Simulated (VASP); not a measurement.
Wanted: the native input for a VASP 6.6.1 run.

```yaml
Task: single point
Functional: PBEsol
Potentials_or_basis: VASP PAW PBE potentials, release 64 (Ta_pv)
Cutoff: 520 eV
k_mesh: 24 × 24 × 14
Occupations: gaussian, width 0.15 eV
Spin: no spin polarisation
Dipole_correction: no
Further_INCAR_settings: ALGO = Fast; EDIFF = 1e-07; NBANDS = 18
```

The structure of Ta lies in POSCAR:

```
Ta
1.0
    2.9062134178      0.0000000000      0.0000000000
   -1.4531067089      2.5168546486      0.0000000000
    0.0000000000      0.0000000000      4.9547222386
Ta
2
Direct
    0.6666666667      0.3333333333      0.7500000000
    0.3333333333      0.6666666667      0.2500000000
```

This isn't the form of Ta at room conditions, which is bcc.

This cell differs from its parent crystal: ratio of the length along z to the lengths across it x 0.96, volume and fractional coordinates fixed.

These files were run (other wordings do the same):

INCAR

```
SYSTEM = Ta
  PREC = Accurate
  ENCUT = 520
  EDIFF = 1E-7
  ISMEAR = 0
  SIGMA = 0.15
  LREAL = .FALSE.
  LASPH = .TRUE.
  NELM = 100
  ALGO = Fast
  ISIF = 2
  LWAVE = .FALSE.
  LCHARG = .TRUE.
  GGA = PS
  LELF = .TRUE.
  LVHAR = .TRUE.
  NBANDS = 18
```

KPOINTS

```
Automatic mesh
0
G
  24 24 14
  0 0 0
```

Potentials or basis: VASP PAW PBE potentials, release 64 (Ta_pv).

The run is started by

```sh
$ cat potpaw_PBE.64/Ta_pv/POTCAR > POTCAR
$ mpirun -np 1 vasp_std > vasp.out
```

It gave:

```
Pressure               : -0.2 GPa
Band gap on the k mesh : zero (bands 11 and 12 overlap by 2.27 eV)
```

Caveat: the stress differs along the axes, from -3 to 5 GPa; the PAW data sets were made with another functional, which shifts forces and pressure a little; spin-orbit coupling is left out, which moves the levels of the heavy elements.

Wall time 3.7 min on 1 thread of Intel(R) Xeon(R) Platinum 8488C (Sapphire Rapids) (shared host), peak memory 0.37 GiB.
